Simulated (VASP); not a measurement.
# B2HRu3 in VASP: single point with LDA

Aim: the single point of B2HRu3 with LDA.

Everything below comes from runs of VASP 6.6.1. Logs are shortened: lines on timing, memory, paths and dates and some standing lists are left out, and cuts for length are marked.

### Step 1. The cell of the first run

The typed cell holds 6 atoms: a = 4.960 Å, b = 4.960 Å, c = 2.755 Å, α = 90.00°, β = 90.00°, γ = 120.00°.

### Step 2. Single point, LDA, non-collinear spin, typed start, spin-orbit coupling

INCAR reads:

```
PREC = Accurate
ENCUT = 520
EDIFF = 1E-6
ISMEAR = 0
SIGMA = 0.0218
LREAL = False
LASPH = True
NELM = 150
ALGO = Normal
ISIF = 2
LWAVE = False
LCHARG = True
MAGMOM = 2 0 0 2 0 0 2 0 0 0 0 0 0 0 0 0 0 0
LORBIT = 11
LSORBIT = True
GGA_COMPAT = False
LORBMOM = True
LMAXMIX = 4
LVHAR = True
NBANDS = 65
```

KPOINTS reads:

```
regular mesh
0
Gamma
  4 4 7
```

POSCAR reads:

```
B2HRu3
1.0
    4.9603336300      0.0000000000      0.0000000000
   -2.4801663100      4.2957757400      0.0000000000
    0.0000000000      0.0000000000      2.7547439900
Ru B H
3 2 1
Direct
    0.5000000000      0.0000000000      0.5000000000
    0.5000000000      0.5000000000      0.5000000000
    0.0000000000      0.5000000000      0.5000000000
    0.3333000000      0.6667000000      0.0000000000
    0.6666000000      0.3333000000      0.0000000000
    0.0000000000      0.0000000000      0.0000000000
```

Potentials or basis: VASP PAW LDA potentials, release 64 (Ru_pv, B, H).

On the command line:

```sh
> cat potpaw_LDA.64/Ru_pv/POTCAR potpaw_LDA.64/B/POTCAR potpaw_LDA.64/H/POTCAR > POTCAR
> mpirun -np 1 vasp_ncl > vasp.out
```

OUTCAR:

```text
PREC = Accurate
   ENCUT = 520
   EDIFF = 1E-6
   ISMEAR = 0
   LREAL = False
   LASPH = True
   NELM = 150
   ISIF = 2
   LORBIT = 11
   LSORBIT = True

 ion  position               nearest neighbor table
   1  0.500  0.000  0.500-   5 1.99   5 1.99   4 1.99   4 1.99   2 2.48   2 2.48   3 2.48   3 2.48

   2  0.500  0.500  0.500-   5 1.99   5 1.99   4 1.99   4 1.99   3 2.48   3 2.48   1 2.48   1 2.48

   3  0.000  0.500  0.500-   4 1.99   4 1.99   5 1.99   5 1.99   2 2.48   2 2.48   1 2.48   1 2.48

   4  0.333  0.667  0.000-   3 1.99   3 1.99   1 1.99   1 1.99   2 1.99   2 1.99
   5  0.667  0.333  0.000-   2 1.99   2 1.99   1 1.99   1 1.99   3 1.99   3 1.99
   6  0.000  0.000  0.000-

  LATTYP: Found a hexagonal cell.
 ALAT       =     4.9603336300
 C/A-ratio  =     0.5553545780

  Lattice vectors:

 A1 = (   4.9603336300,   0.0000000000,   0.0000000000)
 A2 = (  -2.4801663100,   4.2957757400,   0.0000000000)
 A3 = (   0.0000000000,   0.0000000000,   2.7547439900)

Analysis of symmetry for initial positions (statically):
=====================================================================
 Subroutine PRICEL returns:
 Original cell was already a primitive cell.

 Routine SETGRP: Setting up the symmetry group for a
 hexagonal supercell.

 Subroutine GETGRP returns: Found  4 space group operations
 (whereof  4 operations were pure point group operations)
 out of a pool of 24 trial point group operations.

The static configuration has the point symmetry C_2v.

Analysis of symmetry for dynamics (positions and initial velocities):
=====================================================================
 Subroutine PRICEL returns:
 Original cell was already a primitive cell.

 Routine SETGRP: Setting up the symmetry group for a
 hexagonal supercell.

 Subroutine GETGRP returns: Found  4 space group operations
 (whereof  4 operations were pure point group operations)
 out of a pool of 24 trial point group operations.

The dynamic configuration has the point symmetry C_2v.

Analysis of structural, dynamic, and magnetic symmetry:
=====================================================================
 Subroutine PRICEL returns:
 Original cell was already a primitive cell.

 Routine SETGRP: Setting up the symmetry group for a
 hexagonal supercell.

 Subroutine GETGRP returns: Found  2 space group operations
 (whereof  2 operations were pure point group operations)
 out of a pool of 24 trial point group operations.

The overall configuration has the point symmetry C_2 .

 Subroutine INISYM returns: Found  2 space group operations
 (whereof  2 operations are pure point group operations),
 and found     1 'primitive' translations

----------------------------------------------------------------------------------------

                                     Primitive cell

  volume of cell :      58.6994

  direct lattice vectors                    reciprocal lattice vectors
     4.960333630  0.000000000  0.000000000     0.201599343  0.116393389  0.000000000
    -2.480166310  4.295775740  0.000000000     0.000000000  0.232786826  0.000000000
     0.000000000  0.000000000  2.754743990     0.000000000  0.000000000  0.363010139

  length of vectors
     4.960333630  4.960334075  2.754743990     0.232786847  0.232786826  0.363010139

  position of ions in fractional coordinates (direct lattice)
     0.500000000  0.000000000  0.500000000
     0.500000000  0.500000000  0.500000000
     0.000000000  0.500000000  0.500000000
     0.333300000  0.666700000  0.000000000
     0.666600000  0.333300000  0.000000000
     0.000000000  0.000000000  0.000000000

  ion indices of the primitive-cell ions
   primitive index   ion index
                 1           1
                 2           2
                 3           3
                 4           4
                 5           5
                 6           6

----------------------------------------------------------------------------------------

 KPOINTS: regular mesh

Automatic generation of k-mesh.
 Grid dimensions read from file:
 generate k-points for:    4    4    7

 Generating k-lattice:

  Cartesian coordinates                     Fractional coordinates (reciprocal lattice)
     0.050399836  0.029098347  0.000000000     0.250000000  0.000000000  0.000000000
     0.000000000  0.058196707  0.000000000     0.000000000  0.250000000  0.000000000
     0.000000000  0.000000000  0.051858591     0.000000000  0.000000000  0.142857143

  Length of vectors
     0.058196712  0.058196707  0.051858591

  Shift w.r.t. Gamma in fractional coordinates (k-lattice)
     0.000000000  0.000000000  0.000000000

 Subroutine IBZKPT returns following result:
 ===========================================

 Found     58 irreducible k-points:

 Following reciprocal coordinates:
            Coordinates               Weight
  0.000000  0.000000  0.000000      1.000000
[... 78 lines left out ...]
   NGX = 19   NGY = 19   NGZ = 11

 number of electron      48.9999998 magnetization       0.0045124      0.0000000      0.0000000

 number of electron      48.9999998 magnetization      -0.0126127      0.0000000      0.0000000

 number of electron      48.9999998 magnetization      -0.0108829      0.0000000     -0.0000000

 Free energy of the ion-electron system (eV)
  ---------------------------------------------------
  ext. energy  EPLUGINS =         0.00000000
  ---------------------------------------------------
  free energy    TOTEN  =       -43.68524577 eV

  energy without entropy =      -43.68441630  energy(sigma->0) =      -43.68483103

 E-fermi :  10.1147     XC(G=0): -13.1940

 val. band max:       10.1109715811   @ k =   0.0000   0.0000   0.1429
 cond. band min:      10.1165374069   @ k =   0.2500   0.2500   0.0000
 fundamental gap:      0.0055658258
 Fermi energy:        10.1147344238

 k-point     1 :       0.0000    0.0000    0.0000
  band No.  band energies     occupation
      1     -35.2573      1.00000
      2     -35.2360      1.00000
      3     -34.9365      1.00000
      4     -34.9364      1.00000
      5     -34.5070      1.00000
      6     -34.5014      1.00000
[... 1525 lines left out ...]
     60      14.6698      0.00000
     61      16.0063      0.00000

 [... further k-points ...]

 [bands above 61 left out]

------------------------ aborting loop because EDIFF is reached ----------------------------------------

  FORCE on cell =-STRESS in cart. coord.  units (eV):
  Direction    XX          YY          ZZ          XY          YZ          ZX
  --------------------------------------------------------------------------------------
  -------------------------------------------------------------------------------------
  Total       26.2355910     26.2499568     21.1988755      0.0000031      0.0000005      0.0000000
  in kB      716.0901517    716.4822619    578.6149805      0.0000842      0.0000132      0.0000000
  external PRESSURE =     670.3957981 kB  Pullay stress =       0.0000000 kB

 VOLUME and BASIS-vectors are now :
 -----------------------------------------------------------------------------
  energy-cutoff  :      520.00
  volume of cell :       58.70
      direct lattice vectors                 reciprocal lattice vectors
     4.960333630  0.000000000  0.000000000     0.201599343  0.116393389  0.000000000
    -2.480166310  4.295775740  0.000000000     0.000000000  0.232786826  0.000000000
     0.000000000  0.000000000  2.754743990     0.000000000  0.000000000  0.363010139

 POSITION                                       TOTAL-FORCE (eV/Angst)
 -----------------------------------------------------------------------------------
      2.48017      0.00000      1.37737         0.002389      0.000000      0.000000
      1.24008      2.14789      1.37737        -0.003557      0.003433     -0.000000
     -1.24008      2.14789      1.37737        -0.003557     -0.003433      0.000000
     -0.00025      2.86399      0.00000         0.002495     -0.003074     -0.000000
      2.47992      1.43178      0.00000         0.002495      0.003074      0.000000
      0.00000      0.00000      0.00000        -0.000266      0.000000      0.000000
 -----------------------------------------------------------------------------------
    total drift:                                0.000000     -0.000000     -0.000000

  FREE ENERGIE OF THE ION-ELECTRON SYSTEM (eV)
  ---------------------------------------------------
  free  energy   TOTEN  =       -43.6852457654 eV

  energy  without entropy=      -43.6844162998  energy(sigma->0) =      -43.68483103

 orbital moment (x)

 # of ion     p       d       tot
 ----------------------------------------
  1        -0.000   0.002   0.002
  2        -0.000   0.003   0.003
  3        -0.000   0.003   0.003
  4         0.000   0.000   0.000
  5         0.000   0.000   0.000
  6        -0.000   0.000  -0.000
 ----------------------------------------
           -0.000   0.008   0.008

 orbital moment (y)

 # of ion     p       d       tot
 ----------------------------------------
  1         0.000  -0.000  -0.000
  2        -0.000  -0.001  -0.001
  3         0.000   0.001   0.001
  4        -0.000   0.000  -0.000
  5         0.000   0.000   0.000
  6         0.000   0.000   0.000
 ----------------------------------------
            0.000  -0.000  -0.000

 orbital moment (z)

 # of ion     p       d       tot
 ----------------------------------------
  1        -0.000   0.000   0.000
  2        -0.000  -0.000  -0.000
  3         0.000   0.000   0.000
  4         0.000   0.000   0.000
  5        -0.000   0.000  -0.000
  6         0.000   0.000   0.000
 ----------------------------------------
           -0.000   0.000   0.000

 Spin-Orbit-Coupling matrix elements

 Ion:    1  E_soc:     -0.2786135
 l=   1
     0.0000000    -0.0384249    -0.0380291
    -0.0384249     0.0000000    -0.0382132
    -0.0380291    -0.0382132     0.0000000
 l=   2
     0.0000000    -0.0009351     0.0000000    -0.0013636    -0.0060434
    -0.0009351     0.0000000    -0.0029892    -0.0015924    -0.0020223
     0.0000000    -0.0029892     0.0000000    -0.0046087     0.0000000
    -0.0013636    -0.0015924    -0.0046087     0.0000000    -0.0050848
    -0.0060434    -0.0020223     0.0000000    -0.0050848     0.0000000
 l=   3
     0.0000000     0.0000000     0.0000000     0.0000000     0.0000000     0.0000000     0.0000000
     0.0000000     0.0000000     0.0000000     0.0000000     0.0000000     0.0000000     0.0000000
     0.0000000     0.0000000     0.0000000     0.0000000     0.0000000     0.0000000     0.0000000
     0.0000000     0.0000000     0.0000000     0.0000000     0.0000000     0.0000000     0.0000000
[... 89 lines left out ...]
 l=   2
     0.0000000     0.0000000     0.0000000     0.0000000     0.0000000
     0.0000000     0.0000000     0.0000000     0.0000000     0.0000000
     0.0000000     0.0000000     0.0000000     0.0000000     0.0000000
     0.0000000     0.0000000     0.0000000     0.0000000     0.0000000
     0.0000000     0.0000000     0.0000000     0.0000000     0.0000000
 l=   3
     0.0000000     0.0000000     0.0000000     0.0000000     0.0000000     0.0000000     0.0000000
     0.0000000     0.0000000     0.0000000     0.0000000     0.0000000     0.0000000     0.0000000
     0.0000000     0.0000000     0.0000000     0.0000000     0.0000000     0.0000000     0.0000000
     0.0000000     0.0000000     0.0000000     0.0000000     0.0000000     0.0000000     0.0000000
     0.0000000     0.0000000     0.0000000     0.0000000     0.0000000     0.0000000     0.0000000
     0.0000000     0.0000000     0.0000000     0.0000000     0.0000000     0.0000000     0.0000000
     0.0000000     0.0000000     0.0000000     0.0000000     0.0000000     0.0000000     0.0000000

 total charge

# of ion       s       p       d       tot
------------------------------------------
    1        0.469   6.454   6.367  13.290
    2        0.469   6.454   6.366  13.289
    3        0.469   6.454   6.366  13.289
    4        0.834   1.383   0.000   2.217
    5        0.834   1.383   0.000   2.217
    6        0.307   0.007   0.000   0.314
--------------------------------------------------
tot          3.382  22.134  19.099  44.616

 magnetization (x)

# of ion       s       p       d       tot
------------------------------------------
    1        0.001   0.000   0.041   0.043
    2        0.001   0.001   0.040   0.042
    3        0.001   0.001   0.040   0.042
    4       -0.003  -0.002   0.000  -0.005
    5       -0.003  -0.002   0.000  -0.005
    6       -0.063  -0.000   0.000  -0.063
--------------------------------------------------
tot         -0.065  -0.003   0.122   0.054

 magnetization (y)

# of ion       s       p       d       tot
------------------------------------------
    1        0.000   0.000   0.000   0.000
    2        0.000  -0.000   0.001   0.001
    3       -0.000   0.000  -0.001  -0.001
    4        0.000  -0.000   0.000  -0.000
    5       -0.000   0.000   0.000   0.000
    6        0.000   0.000   0.000   0.000
--------------------------------------------------
tot          0.000   0.000   0.000   0.000

 magnetization (z)

# of ion       s       p       d       tot
------------------------------------------
    1        0.000   0.000   0.000   0.000
    2        0.000  -0.000  -0.000  -0.000
    3       -0.000   0.000   0.000   0.000
    4        0.000   0.000   0.000   0.000
    5       -0.000  -0.000   0.000  -0.000
    6        0.000   0.000   0.000   0.000
--------------------------------------------------
tot          0.000   0.000   0.000   0.000
```

Wall time 21 min (1 thread of AMD EPYC, shared host); peak memory 0.42 GiB.

What came out:

```yaml
Free_energy: -43.6852 eV
Pressure: 67.0 GPa
Largest_force: 0.005 eV/Å
Net_moment: 0.01 μB per cell
Valence_electrons_inside_the_program's_atomic_spheres: Ru 13.29; B 2.22; H 0.31
```

Forces in eV/Å, atoms in the order of the input:
```
Ru   0.002  0.000  0.000
Ru  -0.004  0.003  0.000
Ru  -0.004 -0.003  0.000
B    0.002 -0.003  0.000
B    0.002  0.003  0.000
H    0.000  0.000  0.000
```

Moments on the atoms (μB; x, y, z):
```
Ru   0.04  0.00  0.00
Ru   0.04  0.00  0.00
Ru   0.04  0.00  0.00
B   -0.01  0.00  0.00
B   -0.01  0.00  0.00
H   -0.06  0.00  0.00
```

Caveat: the k points lie up to 0.37 Å⁻¹ apart.
